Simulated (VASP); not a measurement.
# GaP (R-3m) in VASP: single point with PBE

Aim: the single point of GaP with PBE.

Everything below comes from runs of VASP 6.6.1. Logs are shortened: lines on timing, memory, paths and dates and some standing lists are left out, and cuts for length are marked.

## (1) The cell of the first run

The structure is trigonal, space group R-3m (No. 166). The conventional cell has a = 3.886 Å, b = 3.886 Å, c = 19.292 Å, α = 90.00°, β = 90.00°, γ = 120.00°. Ga (site symmetry 3m) has 3 P at 2.40 Å and 1 Ga at 2.49 Å within 3.2 Å. P (site symmetry 3m) has 1 P at 2.21 Å and 3 Ga at 2.40 Å within 2.9 Å.

## (2) Single point, PBE

Contents of INCAR:

```
SYSTEM = GaP
  PREC = Accurate
  ENCUT = 520
  EDIFF = 1E-7
  ISMEAR = 0
  SIGMA = 0.1
  LREAL = Auto
  LASPH = .TRUE.
  NELM = 80
  ALGO = Normal
  ISIF = 2
  LWAVE = .FALSE.
  LCHARG = .FALSE.
  GGA = PE
  ISYM = 0
  NBANDS = 86
```

Contents of KPOINTS:

```
Automatic mesh
0
Gamma
  2 2 2
  0.5 0.5 0.5
```

Contents of POSCAR:

```
GaP
1.0
    3.8860303510      6.7308020076      0.0000000000
    7.7720607019      0.0000000000      0.0000000000
    3.8860303510      2.2436006692     -6.4308101003
Ga P
8 8
Direct
    0.4353720000      0.4353720000      0.6938840000
    0.4353720000      0.9353720000      0.6938840000
    0.9353720000      0.4353720000      0.6938840000
    0.9353720000      0.9353720000      0.6938840000
    0.5646280000      0.5646280000      0.3061160000
    0.5646280000      0.0646280000      0.3061160000
    0.0646280000      0.5646280000      0.3061160000
    0.0646280000      0.0646280000      0.3061160000
    0.0573890000      0.0573890000      0.8278330000
    0.0573890000      0.5573890000      0.8278330000
    0.5573890000      0.0573890000      0.8278330000
    0.5573890000      0.5573890000      0.8278330000
    0.9426110000      0.9426110000      0.1721670000
    0.9426110000      0.4426110000      0.1721670000
    0.4426110000      0.9426110000      0.1721670000
    0.4426110000      0.4426110000      0.1721670000
```

Potentials or basis: VASP PAW PBE potentials, release 64 (Ga_d, P).

Launch:

```console
cat potpaw_PBE.64/Ga_d/POTCAR potpaw_PBE.64/P/POTCAR > POTCAR
mpirun -np 1 vasp_std > vasp.out
```

OUTCAR:

```text
SYSTEM = GaP
   PREC = Accurate
   ENCUT = 520
   EDIFF = 1E-7
   ISMEAR = 0
   LREAL = Auto
   LASPH = .TRUE.
   NELM = 80
   ISIF = 2
   GGA = PE
   ISYM = 0

 ion  position               nearest neighbor table
   1  0.435  0.435  0.694-  11 2.40  10 2.40  12 2.40   5 2.49
   2  0.435  0.935  0.694-  12 2.40   9 2.40  11 2.40   6 2.49
   3  0.935  0.435  0.694-   9 2.40  12 2.40  10 2.40   7 2.49
   4  0.935  0.935  0.694-  10 2.40  11 2.40   9 2.40   8 2.49
   5  0.565  0.565  0.306-  15 2.40  14 2.40  16 2.40   1 2.49
   6  0.565  0.065  0.306-  16 2.40  13 2.40  15 2.40   2 2.49
[... 8 lines left out ...]
  15  0.443  0.943  0.172-  11 2.21   5 2.40   8 2.40   6 2.40
  16  0.443  0.443  0.172-  12 2.21   6 2.40   7 2.40   5 2.40

IMPORTANT INFORMATION: All symmetrisations will be switched off!
NOSYMM: (Re-)initialisation of all symmetry stuff for point group C_1.

----------------------------------------------------------------------------------------

                                     Primitive cell

  volume of cell :     336.4098

  direct lattice vectors                    reciprocal lattice vectors
     3.886030351  6.730802008  0.000000000     0.000000000  0.148570705  0.051833801
     7.772060702  0.000000000  0.000000000     0.128666005 -0.074285353  0.051833801
     3.886030351  2.243600669 -6.430810100     0.000000000  0.000000000 -0.155501404

  length of vectors
     7.772060702  7.772060702  7.841574740     0.157353098  0.157353098  0.155501404

  position of ions in fractional coordinates (direct lattice)
     0.435372000  0.435372000  0.693884000
     0.435372000  0.935372000  0.693884000
     0.935372000  0.435372000  0.693884000
     0.935372000  0.935372000  0.693884000
     0.564628000  0.564628000  0.306116000
     0.564628000  0.064628000  0.306116000
[... 8 lines left out ...]
     0.442611000  0.942611000  0.172167000
     0.442611000  0.442611000  0.172167000

  ion indices of the primitive-cell ions
   primitive index   ion index
                 1           1
                 2           2
                 3           3
                 4           4
                 5           5
                 6           6
[... 8 lines left out ...]
                15          15
                16          16

----------------------------------------------------------------------------------------

 KPOINTS: Automatic mesh

Automatic generation of k-mesh.
 Grid dimensions read from file:
 generate k-points for:    2    2    2

 Generating k-lattice:

  Cartesian coordinates                     Fractional coordinates (reciprocal lattice)
     0.000000000  0.074285353  0.025916901     0.500000000  0.000000000  0.000000000
     0.064333002 -0.037142676  0.025916901     0.000000000  0.500000000  0.000000000
     0.000000000  0.000000000 -0.077750702     0.000000000  0.000000000  0.500000000

  Length of vectors
     0.078676549  0.078676549  0.077750702

  Shift w.r.t. Gamma in fractional coordinates (k-lattice)
     0.500000000  0.500000000  0.500000000

 Subroutine IBZKPT returns following result:
 ===========================================

 Found     12 irreducible k-points:

 Following reciprocal coordinates:
            Coordinates               Weight
  0.250000  0.250000  0.250000      2.000000
  0.000000  0.250000 -0.000000      2.000000
 -0.250000  0.000000 -0.000000      2.000000
 -0.250000  0.250000  0.250000      2.000000
  0.500000  0.250000  0.000000      2.000000
 -0.250000  0.500000 -0.000000      2.000000
 -0.250000  0.250000 -0.250000      2.000000
  0.500000  0.250000  0.500000      2.000000
 -0.250000  0.500000  0.500000      2.000000
 -0.250000 -0.250000  0.250000      2.000000
 -0.000000 -0.250000  0.500000      2.000000
  0.250000  0.000000  0.500000      2.000000
   k-points           NKPTS =     12   k-points in BZ     NKDIM =     12   number of bands    NBANDS=     86
   number of dos      NEDOS =    301   number of ions     NIONS =     16
   total plane-waves  NPLWV = 216000
   dimension x,y,z NGX =    60 NGY =   60 NGZ =   60
   dimension x,y,z NGXF=   120 NGYF=  120 NGZF=  120
   ions per type =               8   8
   NGX,Y,Z   is equivalent  to a cutoff of  12.83, 12.83, 12.72 a.u.
   NGXF,Y,Z  is equivalent  to a cutoff of  25.67, 25.67, 25.44 a.u.
 SYSTEM =  GaP
   PREC   = accura    normal or accurate (medium, high low for compatibility)
   ISTART =      0    job   : 0-new  1-cont  2-samecut
   ICHARG =      2    charge: 1-file 2-atom 10-const
   ISPIN  =      1    spin polarized calculation?
   LNONCOLLINEAR =      F non collinear calculations
   LSORBIT =      F    spin-orbit coupling
   LASPH  =      T    aspherical Exc in radial PAW
   ENCUT  =  520.0 eV  38.22 Ry    6.18 a.u.  14.45 14.45 14.58*2*pi/ulx,y,z
   NELM   =     80;   NELMIN=  2; NELMDL= -5     # of ELM steps
   EDIFF  = 0.1E-06   stopping-criterion for ELM
   LREAL  =      T    real-space projection
   EDIFFG = 0.1E-05   stopping-criterion for IOM
   NSW    =      0    number of steps for IOM
   IBRION =     -1    ionic relax: 0-MD 1-quasi-New 2-CG
   NFREE  =      0    steps in history (QN), initial steepest desc. (CG)
   ISIF   =      2    stress and relaxation
   ISYM   =      0    0-nonsym 1-usesym 2-fastsym
   POTIM  = 0.5000    time-step for ionic-motion
   TEBEG  =    0.0;   TEEND  =   0.0 temperature during run
   PSTRESS=    0.0 pullay stress
   NELECT =     144.0000    total number of electrons
   NUPDOWN=      -1.0000    fix difference up-down
   EMIN   =  10.00;   EMAX   =-10.00  energy-range for DOS
   EFERMI =   0.00;   METHOD = LEGACY
   ISMEAR =     0;   SIGMA  =   0.10  broadening in eV -4-tet -1-fermi 0-gaus
   EFERMI_NEDOS =   21; number of points for ismear=-14 and -15
   IALGO  =     38    algorithm
   IMIX   =      4    mixing-type and parameters
     AMIX     =   0.40;   BMIX     =  1.00
     AMIX_MAG =   1.60;   BMIX_MAG =  1.00
  volume/ion in A,a.u.               =      21.03       141.89
  Fermi-wavevector in a.u.,A,eV,Ry     =   1.233785  2.331515 20.711129  1.522225
  Thomas-Fermi vector in A             =   2.368501
   LORBIT       =      0    0 simple, 1 ext, 2 COOP (PROOUT), +10 PAW based schemes
   GGA     = PE    functional components
   LHFCALC =     F    Hartree Fock is set to
   AEXX    =    0.0000 exact exchange contribution
   IVDW    =     0    specifies the selected vdW correction
   LEPSILON=     F    determine dielectric tensor
   LRPA    =     F    only Hartree local field effects (RPA)
 non-spin polarized calculation
 Gauss-broadening in eV      SIGMA  =   0.10
  energy-cutoff  :      520.00
  volume of cell :      336.41
 maximum number of plane-waves:      9077
 NGX is ok and might be reduce to    60
   NGX = 29   NGY = 29   NGZ = 29

 number of electron     143.9999978 magnetization

 Free energy of the ion-electron system (eV)
  ---------------------------------------------------
  ext. energy  EPLUGINS =         0.00000000
  ---------------------------------------------------
  free energy    TOTEN  =       -70.89627895 eV

  energy without entropy =      -70.89627895  energy(sigma->0) =      -70.89627895

 E-fermi :   4.8543     XC(G=0):  -9.6667

 val. band max:        4.3600779620   @ k =   0.2500   0.2500   0.2500
 cond. band min:       5.7941815046   @ k =   0.0000   0.2500  -0.0000
 fundamental gap:      1.4341035426
 Fermi energy:         4.8542867807

 k-point     1 :       0.2500    0.2500    0.2500
  band No.  band energies     occupation
      1     -10.1316      2.00000
      2     -10.1233      2.00000
      3     -10.1178      2.00000
      4     -10.1178      2.00000
      5     -10.0888      2.00000
      6     -10.0887      2.00000
[... 76 lines left out ...]
     83       7.2574      0.00000
     84       7.7986      0.00000

 k-point     2 :       0.0000    0.2500   -0.0000
  band No.  band energies     occupation
      1     -10.1316      2.00000
      2     -10.1233      2.00000
      3     -10.1178      2.00000
      4     -10.1178      2.00000
      5     -10.0888      2.00000
      6     -10.0887      2.00000
[... 76 lines left out ...]
     83       7.2574      0.00000
     84       7.7986      0.00000

 k-point     3 :      -0.2500    0.0000   -0.0000
  band No.  band energies     occupation
      1     -10.1316      2.00000
      2     -10.1233      2.00000
      3     -10.1178      2.00000
      4     -10.1178      2.00000
      5     -10.0888      2.00000
      6     -10.0888      2.00000
[... 76 lines left out ...]
     83       7.2574      0.00000
     84       7.7986      0.00000

 k-point     4 :      -0.2500    0.2500    0.2500
  band No.  band energies     occupation
      1     -10.1250      2.00000
      2     -10.1237      2.00000
      3     -10.1167      2.00000
      4     -10.1135      2.00000
      5     -10.0967      2.00000
      6     -10.0883      2.00000
[... 76 lines left out ...]
     83       8.4522      0.00000
     84       8.7762      0.00000

 k-point     5 :       0.5000    0.2500    0.0000
  band No.  band energies     occupation
      1     -10.1250      2.00000
      2     -10.1237      2.00000
      3     -10.1167      2.00000
      4     -10.1135      2.00000
      5     -10.0967      2.00000
      6     -10.0883      2.00000
[... 76 lines left out ...]
     83       8.4522      0.00000
     84       8.7754      0.00000

 k-point     6 :      -0.2500    0.5000   -0.0000
  band No.  band energies     occupation
      1     -10.1250      2.00000
      2     -10.1237      2.00000
      3     -10.1167      2.00000
      4     -10.1135      2.00000
      5     -10.0967      2.00000
      6     -10.0883      2.00000
[... 76 lines left out ...]
     83       8.4522      0.00000
     84       8.7752      0.00000

 k-point     7 :      -0.2500    0.2500   -0.2500
  band No.  band energies     occupation
      1     -10.1250      2.00000
      2     -10.1237      2.00000
      3     -10.1167      2.00000
      4     -10.1135      2.00000
      5     -10.0967      2.00000
      6     -10.0883      2.00000
[... 76 lines left out ...]
     83       8.4522      0.00000
     84       8.7752      0.00000

 k-point     8 :       0.5000    0.2500    0.5000
  band No.  band energies     occupation
      1     -10.1250      2.00000
      2     -10.1237      2.00000
      3     -10.1167      2.00000
      4     -10.1135      2.00000
      5     -10.0967      2.00000
      6     -10.0883      2.00000
[... 76 lines left out ...]
     83       8.4522      0.00000
     84       8.7753      0.00000

 k-point     9 :      -0.2500    0.5000    0.5000
  band No.  band energies     occupation
      1     -10.1250      2.00000
      2     -10.1237      2.00000
      3     -10.1167      2.00000
      4     -10.1135      2.00000
      5     -10.0967      2.00000
      6     -10.0883      2.00000
[... 76 lines left out ...]
     83       8.4522      0.00000
     84       8.7753      0.00000

 k-point    10 :      -0.2500   -0.2500    0.2500
  band No.  band energies     occupation
      1     -10.1290      2.00000
      2     -10.1239      2.00000
      3     -10.1239      2.00000
      4     -10.1176      2.00000
      5     -10.1046      2.00000
      6     -10.1012      2.00000
[... 76 lines left out ...]
     83       8.2474      0.00000
     84       8.3912      0.00000

 k-point    11 :      -0.0000   -0.2500    0.5000
  band No.  band energies     occupation
      1     -10.1290      2.00000
      2     -10.1239      2.00000
      3     -10.1239      2.00000
      4     -10.1176      2.00000
      5     -10.1046      2.00000
      6     -10.1012      2.00000
[... 76 lines left out ...]
     83       8.2474      0.00000
     84       8.3912      0.00000

 k-point    12 :       0.2500    0.0000    0.5000
  band No.  band energies     occupation
      1     -10.1290      2.00000
      2     -10.1239      2.00000
      3     -10.1239      2.00000
      4     -10.1176      2.00000
      5     -10.1046      2.00000
      6     -10.1012      2.00000
[... 76 lines left out ...]
     83       8.2474      0.00000
     84       8.3912      0.00000
 [bands above 84 left out]

------------------------ aborting loop because EDIFF is reached ----------------------------------------

  FORCE on cell =-STRESS in cart. coord.  units (eV):
  Direction    XX          YY          ZZ          XY          YZ          ZX
  --------------------------------------------------------------------------------------
  -------------------------------------------------------------------------------------
  Total       -0.6167682     -0.6168334      1.3121320      0.0000397      0.0000033     -0.0000025
  in kB       -2.9374054     -2.9377156      6.2491281      0.0001889      0.0000159     -0.0000119
  external PRESSURE =       0.1246691 kB  Pullay stress =       0.0000000 kB

 VOLUME and BASIS-vectors are now :
 -----------------------------------------------------------------------------
  energy-cutoff  :      520.00
  volume of cell :      336.41
      direct lattice vectors                 reciprocal lattice vectors
     3.886030351  6.730802008  0.000000000     0.000000000  0.148570705  0.051833801
     7.772060702  0.000000000  0.000000000     0.128666005 -0.074285353  0.051833801
     3.886030351  2.243600669 -6.430810100     0.000000000  0.000000000 -0.155501404

 POSITION                                       TOTAL-FORCE (eV/Angst)
 -----------------------------------------------------------------------------------
      7.77206      4.48720     -4.46224         0.000003     -0.000004      0.065334
     11.65809      4.48720     -4.46224        -0.000006      0.000009      0.065339
      9.71508      7.85260     -4.46224         0.000004     -0.000015      0.065380
     13.60111      7.85260     -4.46224        -0.000015     -0.000008      0.065337
      7.77206      4.48720     -1.96857         0.000004      0.000006     -0.065329
      3.88603      4.48720     -1.96857         0.000011     -0.000009     -0.065372
[... 8 lines left out ...]
      9.71508      3.36540     -1.10717         0.000013     -0.000012     -0.027027
      5.82905      3.36540     -1.10717        -0.000007      0.000001     -0.027034
 -----------------------------------------------------------------------------------
    total drift:                                0.000010     -0.000009     -0.000037

  FREE ENERGIE OF THE ION-ELECTRON SYSTEM (eV)
  ---------------------------------------------------
  free  energy   TOTEN  =       -70.8962789530 eV

  energy  without entropy=      -70.8962789530  energy(sigma->0) =      -70.89627895
```

It took 17 min on 1 thread of AMD EPYC 7R13 (Zen 3), shared host; peak memory 0.55 GiB.

What came out:

```yaml
Free_energy: -70.8963 eV
Pressure: 0.0 GPa
Largest_force: 0.065 eV/Å
Band_gap_on_the_k_mesh: 1.43 eV
```

Forces in eV/Å, atoms in the order of the input:
```
Ga   0.000  0.000  0.065
Ga   0.000  0.000  0.065
Ga   0.000  0.000  0.065
Ga   0.000  0.000  0.065
Ga   0.000  0.000 -0.065
Ga   0.000  0.000 -0.065
Ga   0.000  0.000 -0.065
Ga   0.000  0.000 -0.065
P    0.000  0.000  0.027
P    0.000  0.000  0.027
P    0.000  0.000  0.027
P    0.000  0.000  0.027
P    0.000  0.000 -0.027
P    0.000  0.000 -0.027
P    0.000  0.000 -0.027
P    0.000  0.000 -0.027
```

Levels at points of the mesh, in eV from the valence-band top:
```csv
k point,band 68,band 69,band 70,band 71,band 72,band 73,band 74,band 75,band 76,band 77
"(0.25, 0.25, 0.25)",-0.55,-0.55,-0.55,-0.18,0.00,1.43,1.43,1.50,1.88,2.08
```
